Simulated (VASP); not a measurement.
# Zr2N (P4_2/mnm) in VASP: further runs

Runs on Zr2N. Level: r2SCAN. Tasks: single point.

Everything below comes from runs of VASP 6.6.1. Logs are shortened: lines on timing, memory, paths and dates and some standing lists are left out, and cuts for length are marked.

## (1) The cell of the first run

Symmetry: P4_2/mnm, No. 136, tetragonal system. The conventional cell has a = 5.413 Å, b = 5.413 Å, c = 3.308 Å, α = 90.00°, β = 90.00°, γ = 90.00°. Within 3.0 Å of Zr (site symmetry m2m) lie 3 N at 2.27 Å. N (site symmetry mmm) has 6 Zr at 2.27 Å within 3.0 Å.

## (2) Single point, r2SCAN

Contents of POSCAR:

```
Zr2N
1.0
    5.4130027300      0.0000000000      0.0000000000
    0.0000000000      5.4130027300      0.0000000000
    0.0000000000      0.0000000000      3.3077891900
Zr N
4 2
Direct
    0.2961254600      0.2961254600      0.0000000000
    0.7038745400      0.7038745400      0.0000000000
    0.7961254600      0.2038745400      0.5000000000
    0.2038745400      0.7961254600      0.5000000000
    0.0000000000      0.0000000000      0.0000000000
    0.5000000000      0.5000000000      0.5000000000
```

Contents of INCAR.step1:

```
ALGO = Normal ; EDIFF = 1E-4
ENCUT = 520 ; GGA = PE
ISMEAR = 0 ; LASPH = T
LCHARG = F ; LREAL = F
LWAVE = T ; NBANDS = 38
NELM = 60 ; PREC = Accurate
SIGMA = 0.1
```

Contents of INCAR.step2:

```
ALGO = Normal ; EDIFF = 1E-6
ENCUT = 520 ; ISIF = 2
ISMEAR = 0 ; ISTART = 1
LASPH = T ; LCHARG = T
LELF = T ; LMIXTAU = T
LREAL = F ; LVHAR = T
LWAVE = F ; METAGGA = R2SCAN
NBANDS = 38 ; NELM = 60
PREC = Accurate ; SIGMA = 0.1
```

Contents of KPOINTS:

```
k-points
0
Gamma
  4 4 4
```

Potentials or basis: VASP PAW PBE potentials, release 64 (Zr_sv, N).

On the command line:

```
> cat potpaw_PBE.64/Zr_sv/POTCAR potpaw_PBE.64/N/POTCAR > POTCAR
> cp INCAR.step1 INCAR
> mpirun -np 1 vasp_std > vasp.out
> cp INCAR.step2 INCAR
> mpirun -np 1 vasp_std > vasp.out
```

OUTCAR:

```text
EDIFF = 1E-6
   ENCUT = 520
   ISIF = 2
   ISMEAR = 0
   ISTART = 1
   LASPH = T
   LREAL = F
   METAGGA = R2SCAN
   NELM = 60
   PREC = Accurate

 ion  position               nearest neighbor table
   1  0.296  0.296  0.000-   5 2.27   6 2.27   6 2.27   2 3.12   4 3.21   3 3.21   4 3.21   3 3.21
                             4 3.21   4 3.21   3 3.21   3 3.21   2 3.89   2 3.89
   2  0.704  0.704  0.000-   5 2.27   6 2.27   6 2.27   1 3.12   4 3.21   3 3.21   4 3.21   3 3.21
                             3 3.21   3 3.21   4 3.21   4 3.21   1 3.89   1 3.89
   3  0.796  0.204  0.500-   6 2.27   5 2.27   5 2.27   4 3.12   1 3.21   1 3.21   2 3.21   2 3.21
                             2 3.21   2 3.21   1 3.21   1 3.21   4 3.89   4 3.89
   4  0.204  0.796  0.500-   6 2.27   5 2.27   5 2.27   3 3.12   1 3.21   1 3.21   2 3.21   2 3.21
                             1 3.21   1 3.21   2 3.21   2 3.21   3 3.89   3 3.89
   5  0.000  0.000  0.000-   1 2.27   2 2.27   3 2.27   4 2.27   3 2.27   4 2.27
   6  0.500  0.500  0.500-   3 2.27   4 2.27   1 2.27   2 2.27   1 2.27   2 2.27

  LATTYP: Found a simple tetragonal cell.
 ALAT       =     5.4130027300
 C/A-ratio  =     0.6110821211

  Lattice vectors:

 A1 = (   5.4130027300,   0.0000000000,   0.0000000000)
 A2 = (   0.0000000000,   5.4130027300,   0.0000000000)
 A3 = (   0.0000000000,   0.0000000000,   3.3077891900)

Analysis of symmetry for initial positions (statically):
=====================================================================
 Subroutine PRICEL returns:
 Original cell was already a primitive cell.

 Routine SETGRP: Setting up the symmetry group for a
 simple tetragonal supercell.

 Subroutine GETGRP returns: Found 16 space group operations
 (whereof  8 operations were pure point group operations)
 out of a pool of 16 trial point group operations.

The static configuration has the point symmetry D_2h.
 The point group associated with its full space group is D_4h.

Analysis of symmetry for dynamics (positions and initial velocities):
=====================================================================
 Subroutine PRICEL returns:
 Original cell was already a primitive cell.

 Routine SETGRP: Setting up the symmetry group for a
 simple tetragonal supercell.

 Subroutine GETGRP returns: Found 16 space group operations
 (whereof  8 operations were pure point group operations)
 out of a pool of 16 trial point group operations.

The dynamic configuration has the point symmetry D_2h.
 The point group associated with its full space group is D_4h.

 Subroutine INISYM returns: Found 16 space group operations
 (whereof  8 operations are pure point group operations),
 and found     1 'primitive' translations

----------------------------------------------------------------------------------------

                                     Primitive cell

  volume of cell :      96.9202

  direct lattice vectors                    reciprocal lattice vectors
     5.413002730  0.000000000  0.000000000     0.184740347  0.000000000  0.000000000
     0.000000000  5.413002730  0.000000000     0.000000000  0.184740347  0.000000000
     0.000000000  0.000000000  3.307789190     0.000000000  0.000000000  0.302316727

  length of vectors
     5.413002730  5.413002730  3.307789190     0.184740347  0.184740347  0.302316727

  position of ions in fractional coordinates (direct lattice)
     0.296125460  0.296125460  0.000000000
     0.703874540  0.703874540  0.000000000
     0.796125460  0.203874540  0.500000000
     0.203874540  0.796125460  0.500000000
     0.000000000  0.000000000  0.000000000
     0.500000000  0.500000000  0.500000000

  ion indices of the primitive-cell ions
   primitive index   ion index
                 1           1
                 2           2
                 3           3
                 4           4
                 5           5
                 6           6

----------------------------------------------------------------------------------------

 KPOINTS: k-points

Automatic generation of k-mesh.
 Grid dimensions read from file:
 generate k-points for:    4    4    4

 Generating k-lattice:

  Cartesian coordinates                     Fractional coordinates (reciprocal lattice)
     0.046185087  0.000000000  0.000000000     0.250000000  0.000000000  0.000000000
     0.000000000  0.046185087  0.000000000     0.000000000  0.250000000  0.000000000
     0.000000000  0.000000000  0.075579182     0.000000000  0.000000000  0.250000000

  Length of vectors
     0.046185087  0.046185087  0.075579182

  Shift w.r.t. Gamma in fractional coordinates (k-lattice)
     0.000000000  0.000000000  0.000000000

 Subroutine IBZKPT returns following result:
 ===========================================

 Found     18 irreducible k-points:

 Following reciprocal coordinates:
            Coordinates               Weight
  0.000000  0.000000  0.000000      1.000000
  0.250000  0.000000  0.000000      4.000000
  0.500000  0.000000  0.000000      2.000000
  0.250000  0.250000  0.000000      4.000000
  0.500000  0.250000  0.000000      4.000000
  0.500000  0.500000  0.000000      1.000000
[... 10 lines left out ...]
  0.500000  0.250000  0.500000      4.000000
  0.500000  0.500000  0.500000      1.000000
   k-points           NKPTS =     18   k-points in BZ     NKDIM =     18   number of bands    NBANDS=     38
   number of dos      NEDOS =    301   number of ions     NIONS =      6
   total plane-waves  NPLWV =  44800
   dimension x,y,z NGX =    40 NGY =   40 NGZ =   28
   dimension x,y,z NGXF=    80 NGYF=   80 NGZF=   56
   ions per type =               4   2
   NGX,Y,Z   is equivalent  to a cutoff of  12.28, 12.28, 14.07 a.u.
   NGXF,Y,Z  is equivalent  to a cutoff of  24.57, 24.57, 28.14 a.u.
 SYSTEM =  unknown system
   PREC   = accura    normal or accurate (medium, high low for compatibility)
   ISTART =      1    job   : 0-new  1-cont  2-samecut
   ICHARG =      0    charge: 1-file 2-atom 10-const
   ISPIN  =      1    spin polarized calculation?
   LNONCOLLINEAR =      F non collinear calculations
   LSORBIT =      F    spin-orbit coupling
   LASPH  =      T    aspherical Exc in radial PAW
   ENCUT  =  520.0 eV  38.22 Ry    6.18 a.u.  10.06 10.06  6.15*2*pi/ulx,y,z
   NELM   =     60;   NELMIN=  2; NELMDL=  0     # of ELM steps
   EDIFF  = 0.1E-05   stopping-criterion for ELM
   LREAL  =      F    real-space projection
   EDIFFG = 0.1E-04   stopping-criterion for IOM
   NSW    =      0    number of steps for IOM
   IBRION =     -1    ionic relax: 0-MD 1-quasi-New 2-CG
   NFREE  =      0    steps in history (QN), initial steepest desc. (CG)
   ISIF   =      2    stress and relaxation
   ISYM   =      2    0-nonsym 1-usesym 2-fastsym
   POTIM  = 0.5000    time-step for ionic-motion
   TEBEG  =    0.0;   TEEND  =   0.0 temperature during run
   PSTRESS=    0.0 pullay stress
   NELECT =      58.0000    total number of electrons
   NUPDOWN=      -1.0000    fix difference up-down
   EMIN   =  10.00;   EMAX   =-10.00  energy-range for DOS
   EFERMI =   0.00;   METHOD = LEGACY
   ISMEAR =     0;   SIGMA  =   0.10  broadening in eV -4-tet -1-fermi 0-gaus
   EFERMI_NEDOS =   21; number of points for ismear=-14 and -15
   IALGO  =     38    algorithm
   IMIX   =      4    mixing-type and parameters
     AMIX     =   0.40;   BMIX     =  1.00
     AMIX_MAG =   1.60;   BMIX_MAG =  1.00
  volume/ion in A,a.u.               =      16.15       109.01
  Fermi-wavevector in a.u.,A,eV,Ry     =   1.379577  2.607023 25.895066  1.903234
  Thomas-Fermi vector in A             =   2.504534
   LORBIT       =      0    0 simple, 1 ext, 2 COOP (PROOUT), +10 PAW based schemes
   METAGGA = R2SCAN    functional components
   LHFCALC =     F    Hartree Fock is set to
   AEXX    =    0.0000 exact exchange contribution
   IVDW    =     0    specifies the selected vdW correction
   LEPSILON=     F    determine dielectric tensor
   LRPA    =     F    only Hartree local field effects (RPA)
 non-spin polarized calculation
 Gauss-broadening in eV      SIGMA  =   0.10
  energy-cutoff  :      520.00
  volume of cell :       96.92
 maximum number of plane-waves:      2636
   NGX = 21   NGY = 21   NGZ = 13

 number of electron      58.0000001 magnetization

 Free energy of the ion-electron system (eV)
  ---------------------------------------------------
  ext. energy  EPLUGINS =         0.00000000
  ---------------------------------------------------
  free energy    TOTEN  =      -117.70044597 eV

  energy without entropy =     -117.67377200  energy(sigma->0) =     -117.68710898

 E-fermi :   9.7866     XC(G=0): -12.5442

 val. band max:        9.7814388200   @ k =   0.2500   0.2500   0.2500
 cond. band min:       9.8039459772   @ k =   0.5000   0.5000   0.2500
 fundamental gap:      0.0225071571
 Fermi energy:         9.7865729688

 k-point     1 :       0.0000    0.0000    0.0000
  band No.  band energies     occupation
      1     -40.7107      2.00000
      2     -40.5652      2.00000
      3     -40.5652      2.00000
      4     -40.5045      2.00000
      5     -18.9325      2.00000
      6     -18.3518      2.00000
[... 30 lines left out ...]
     37      12.7651      0.00000
     38      12.7781      0.00000

 k-point     2 :       0.2500    0.0000    0.0000
  band No.  band energies     occupation
      1     -40.6910      2.00000
      2     -40.5892      2.00000
      3     -40.5550      2.00000
      4     -40.5110      2.00000
      5     -18.8284      2.00000
      6     -18.3567      2.00000
[... 30 lines left out ...]
     37      12.7545      0.00000
     38      13.5261      0.00000

 k-point     3 :       0.5000    0.0000    0.0000
  band No.  band energies     occupation
      1     -40.6419      2.00000
      2     -40.6419      2.00000
      3     -40.5316      2.00000
      4     -40.5316      2.00000
      5     -18.5917      2.00000
      6     -18.5917      2.00000
[... 30 lines left out ...]
     37      13.2387      0.00000
     38      13.2387      0.00000

 k-point     4 :       0.2500    0.2500    0.0000
  band No.  band energies     occupation
      1     -40.6727      2.00000
      2     -40.5861      2.00000
      3     -40.5675      2.00000
      4     -40.5205      2.00000
      5     -18.7305      2.00000
      6     -18.3363      2.00000
[... 30 lines left out ...]
     37      13.2430      0.00000
     38      13.5586      0.00000
[... 457 lines left out ...]
      4     -40.5306      2.00000
      5     -18.6331      2.00000
      6     -18.5352      2.00000
[... 30 lines left out ...]
     37      14.2955      0.00000
     38      14.7234      0.00000

 k-point    17 :       0.5000    0.2500    0.5000
  band No.  band energies     occupation
      1     -40.5662      2.00000
      2     -40.5662      2.00000
      3     -40.5319      2.00000
      4     -40.5319      2.00000
      5     -18.6552      2.00000
      6     -18.6552      2.00000
[... 30 lines left out ...]
     37      14.3934      0.00000
     38      14.3934      0.00000

 k-point    18 :       0.5000    0.5000    0.5000
  band No.  band energies     occupation
      1     -40.5653      2.00000
      2     -40.5653      2.00000
      3     -40.5327      2.00000
      4     -40.5327      2.00000
      5     -18.7307      2.00000
      6     -18.7307      2.00000
[... 30 lines left out ...]
     37      14.6548      0.00000
     38      14.6548      0.00000

------------------------ aborting loop because EDIFF is reached ----------------------------------------

  FORCE on cell =-STRESS in cart. coord.  units (eV):
  Direction    XX          YY          ZZ          XY          YZ          ZX
  --------------------------------------------------------------------------------------
  -------------------------------------------------------------------------------------
  Total       -0.2092699     -0.2092699      0.1560964      0.0000000      0.0000000      0.0000000
  in kB       -3.4594181     -3.4594181      2.5804127      0.0000000      0.0000000      0.0000000
  external PRESSURE =      -1.4461412 kB  Pullay stress =       0.0000000 kB

 VOLUME and BASIS-vectors are now :
 -----------------------------------------------------------------------------
  energy-cutoff  :      520.00
  volume of cell :       96.92
      direct lattice vectors                 reciprocal lattice vectors
     5.413002730  0.000000000  0.000000000     0.184740347  0.000000000  0.000000000
     0.000000000  5.413002730  0.000000000     0.000000000  0.184740347  0.000000000
     0.000000000  0.000000000  3.307789190     0.000000000  0.000000000  0.302316727

 POSITION                                       TOTAL-FORCE (eV/Angst)
 -----------------------------------------------------------------------------------
      1.60293      1.60293      0.00000         0.091951      0.091951      0.000000
      3.81007      3.81007      0.00000        -0.091951     -0.091951     -0.000000
      4.30943      1.10357      1.65389         0.091951     -0.091951     -0.000000
      1.10357      4.30943      1.65389        -0.091951      0.091951      0.000000
      0.00000      0.00000      0.00000        -0.000000      0.000000     -0.000000
      2.70650      2.70650      1.65389        -0.000000      0.000000     -0.000000
 -----------------------------------------------------------------------------------
    total drift:                                0.000000     -0.000000     -0.000000

  FREE ENERGIE OF THE ION-ELECTRON SYSTEM (eV)
  ---------------------------------------------------
  free  energy   TOTEN  =      -117.7004459663 eV

  energy  without entropy=     -117.6737719953  energy(sigma->0) =     -117.68710898
```

It took 6.4 min on 1 thread of Intel Xeon 8259CL, shared host; peak memory 0.24 GiB.

Results:

```yaml
Free_energy: -117.7004 eV
Pressure: -0.1 GPa
Largest_force: 0.130 eV/Å
Band_gap_on_the_k_mesh: zero (bands 29 and 30 overlap by 2.63 eV)
```

Forces on the atoms (eV/Å):
```
Zr   0.092  0.092  0.000
Zr  -0.092 -0.092  0.000
Zr   0.092 -0.092  0.000
Zr  -0.092  0.092  0.000
N    0.000  0.000  0.000
N    0.000  0.000  0.000
```

Caveat: the k points lie up to 0.47 Å⁻¹ apart, too coarse for converged energies and pressures of a metal; the PAW data sets were made with another functional, which shifts forces and pressure a little.

## (3) Single point, r2SCAN

POSCAR is that of step 2.

Contents of INCAR.step1:

```
SYSTEM = Zr2N
PREC = Accurate ; ENCUT = 520
ISMEAR = 0 ; SIGMA = 0.1
LREAL = .False. ; LASPH = .True.
NELM = 80 ; NBANDS = 38
GGA = PE ; ALGO = Normal
EDIFF = 1E-4 ; LWAVE = .True.
LCHARG = .False.
```

Contents of INCAR.step2:

```
SYSTEM = Zr2N
PREC = Accurate ; ENCUT = 520
EDIFF = 1E-6 ; ISMEAR = 0
SIGMA = 0.1 ; LREAL = .False.
LASPH = .True. ; NELM = 80
ALGO = Normal ; ISIF = 2
LWAVE = .False. ; LCHARG = .False.
METAGGA = R2SCAN ; LMIXTAU = .True.
NBANDS = 38 ; ISTART = 1
```

Contents of KPOINTS:

```
regular mesh
0
Gamma
  4 4 6
  0 0 0
```

Potentials or basis: VASP PAW PBE potentials, release 64 (Zr_sv, N).

On the command line:

```
> cat potpaw_PBE.64/Zr_sv/POTCAR potpaw_PBE.64/N/POTCAR > POTCAR
> cp INCAR.step1 INCAR
> mpirun -np 1 vasp_std > vasp.out
> cp INCAR.step2 INCAR
> mpirun -np 1 vasp_std > vasp.out
```

It took 7.6 min on 1 thread of Intel Xeon 8259CL, shared host; peak memory 0.25 GiB.

Results (log left out):

```
Free energy            : -117.7565 eV
Pressure               : -0.1 GPa
Largest force          : 0.030 eV/Å
Band gap on the k mesh : zero (bands 29 and 30 overlap by 2.62 eV)
```

Forces in eV/Å, atoms in the order of the input:
```
Zr  -0.021 -0.021  0.000
Zr   0.021  0.021  0.000
Zr  -0.021  0.021  0.000
Zr   0.021 -0.021  0.000
N    0.000  0.000  0.000
N    0.000  0.000  0.000
```

Stress tensor (GPa, compression positive):
```
 0.10  0.00  0.00
 0.00  0.10  0.00
 0.00  0.00 -0.54
```

Levels at points of the mesh, in eV from the Fermi level:
```
           k point  band 27  band 28  band 29  band 30  band 31  band 32
(0.00, 0.00, 0.00)     0.16     0.83     0.93     1.10     1.10     1.56
(0.50, 0.00, 0.00)    -0.96    -0.96     1.53     1.53     1.71     1.71
(0.50, 0.50, 0.00)    -1.02    -1.02     0.98     0.98     1.53     1.53
(0.00, 0.00, 0.50)    -1.11    -1.11    -1.10    -1.10     2.09     2.09
(0.50, 0.00, 0.50)    -0.93    -0.93    -0.81    -0.81     1.64     1.64
(0.50, 0.50, 0.50)    -0.74    -0.74    -0.32    -0.32     1.25     1.25
```

Caveat: the PAW data sets were made with another functional, which shifts forces and pressure a little.

## (4) Single point, r2SCAN

POSCAR is that of step 3.

Contents of INCAR.step1:

```
SYSTEM = Zr2N
PREC     = Accurate       ! precision mode
ENCUT    = 520            ! plane-wave cutoff, eV
ISMEAR   = 0              ! smearing method
SIGMA    = 0.1            ! smearing width, eV
LREAL    = .False.        ! projectors in reciprocal space
LASPH    = .True.         ! aspherical terms in the spheres
NELM     = 100            ! most SCF steps
NBANDS   = 38             ! bands
GGA      = PE             ! functional
ALGO     = Normal         ! electronic algorithm
EDIFF    = 1E-4           ! SCF threshold, eV
LWAVE    = .True.         ! write WAVECAR
LCHARG   = .False.        ! write CHGCAR
```

Contents of INCAR.step2:

```
SYSTEM = Zr2N
PREC     = Accurate       ! precision mode
ENCUT    = 520            ! plane-wave cutoff, eV
EDIFF    = 1E-6           ! SCF threshold, eV
ISMEAR   = 0              ! smearing method
SIGMA    = 0.1            ! smearing width, eV
LREAL    = .False.        ! projectors in reciprocal space
LASPH    = .True.         ! aspherical terms in the spheres
NELM     = 100            ! most SCF steps
ALGO     = Normal         ! electronic algorithm
ISIF     = 2              ! what is computed and relaxed
LWAVE    = .False.        ! write WAVECAR
LCHARG   = .False.        ! write CHGCAR
METAGGA  = R2SCAN         ! meta-GGA
LMIXTAU  = .True.       
NBANDS   = 38             ! bands
ISTART   = 1
```

Contents of KPOINTS:

```
Automatic mesh
0
Gamma
  4 4 6
  0.5 0.5 0.5
```

On the command line:

```
> cat potpaw_PBE.64/Zr_sv/POTCAR potpaw_PBE.64/N/POTCAR > POTCAR
> cp INCAR.step1 INCAR
> mpirun -np 1 vasp_std > vasp.out
> cp INCAR.step2 INCAR
> mpirun -np 1 vasp_std > vasp.out
```

Wall time 3.5 min (1 thread of Intel Xeon 8259CL, shared host); peak memory 0.22 GiB.

Results (log left out):

| Item | Value |
| --- | --- |
| Free energy | -117.7289 eV |
| Pressure | 0.0 GPa |
| Band gap on the k mesh | zero (bands 29 and 30 overlap by 1.48 eV) |

Stress tensor (GPa, compression positive):
```
-0.10  0.00  0.00
 0.00 -0.10  0.00
 0.00  0.00  0.11
```

Levels at points of the mesh, in eV from the Fermi level:
```tsv
k point	band 26	band 27	band 28	band 29	band 30	band 31	band 32	band 33	band 34	band 35
(0.12, 0.12, 0.08)	-1.90	-0.42	0.20	0.22	0.66	1.18	1.71	2.13	2.14	2.43
```

Caveat: the PAW data sets were made with another functional, which shifts forces and pressure a little.

(Continued in part 2 of 2.)
